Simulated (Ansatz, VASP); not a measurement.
One calculation of TiAl, two programs

File INCAR:

```
PREC     = Accurate       # precision mode
ENCUT    = 500            # plane-wave cutoff, eV
EDIFF    = 1E-6           # SCF threshold, eV
ISMEAR   = 0              # smearing method
SIGMA    = 0.1            # smearing width, eV
LREAL    = False          # projectors in reciprocal space
LASPH    = True           # aspherical terms in the spheres
NELM     = 120            # most SCF steps
ALGO     = Normal         # electronic algorithm
ISIF     = 2              # what is computed and relaxed
LWAVE    = False          # write WAVECAR
LCHARG   = False          # write CHGCAR
GGA      = PS             # functional
NBANDS   = 14             # bands
GGA_COMPAT= False
```

The input KPOINTS:

```
regular mesh
0
Gamma
  8 8 8
```

POSCAR

```
TiAl
1.0
    3.0180000000      0.0000000000      0.0000000000
    0.0000000000      3.0180000000      0.0000000000
    0.0000000000      0.0000000000      3.0180000000
Ti Al
1 1
Direct
    0.5000000000      0.5000000000      0.5000000000
    0.0000000000      0.0000000000      0.0000000000
```

Input for Ansatz:

```yaml

crystal:
  lattice:
    - [3.018, 0.0, 0.0]
    - [0.0, 3.018, 0.0]
    - [0.0, 0.0, 3.018]
  atoms:
    - { symbol: Ti, position: [0.5, 0.5, 0.5] }
    - { symbol: Al, position: [0.0, 0.0, 0.0] }
kpoints:
  mp_grid: { grid: [8, 8, 8] }
hamiltonian:
  xc: pbesol
scf:
  occupations: { method: gaussian, width: 0.1 }
output:
  stress: true
  eigenvalues: true
```

Alike in both runs: task single point; functional PBEsol; k mesh 8 × 8 × 8; occupations gaussian, width 0.1 eV; no spin polarisation.

|  | VASP | Ansatz |
| --- | --- | --- |
| version | VASP 6.6.1 | Ansatz 0.2.0 |
| potentials or method | VASP PAW PBE potentials, release 64 (Ti_sv, Al) | plane waves, PAW |
| plane-wave cutoff (eV) | 500 | 420 |
| valence electrons in the cell | 15 | 15 |

VASP gave:

- gap on the k mesh at the Fermi level (eV): none
- pressure (GPa): 20.7

Task: What did Ansatz give for the same quantities?

Result: gap on the k mesh at the Fermi level (eV): none; pressure (GPa): 20.8.

VASP's potentials were made for PBE, not for PBEsol. A gap of «none» marks a metal or a gap that the smearing closes. The functional is the same, so the differences come from potentials, cutoffs and numerics.
